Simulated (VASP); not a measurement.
The system is CdS (Hawleyite).

```xyz
2
Lattice="0.0610 2.9392 2.9392 2.9392 0.0610 2.9392 3.0002 3.0002 0.0000" Properties=species:S:1:pos:R:3 pbc="T T T"
Cd    0.0000    0.0000    0.0270
S     1.5001    1.5001    1.4427
```

This cell differs from its parent crystal: shear xy strain +4.2%.

Base run:

```yaml
Program: VASP 6.6.1
Functional: r2SCAN
Potentials_or_basis: VASP PAW PBE potentials, release 64 (Cd, S)
Cutoff: 520 eV
k_mesh: 8 × 8 × 8
Occupations: gaussian, width 0.01 eV
Spin: no spin polarisation
```

Its results: band gap on the k mesh 1.44 eV, direct; pressure 0.3 GPa; largest force 0.005 eV/Å.

Task: The run is repeated on the same cell with these changes: functional from r2SCAN to PBE; occupations from gaussian, width 0.01 eV to fermi-dirac, width 0.02 eV. What comes out?

Result: Band gap on the k mesh 1.00 eV, direct; pressure 1.7 GPa; largest force 0.003 eV/Å.

Caveats: the PAW data sets were made with another functional, which shifts forces and pressure a little (some runs).

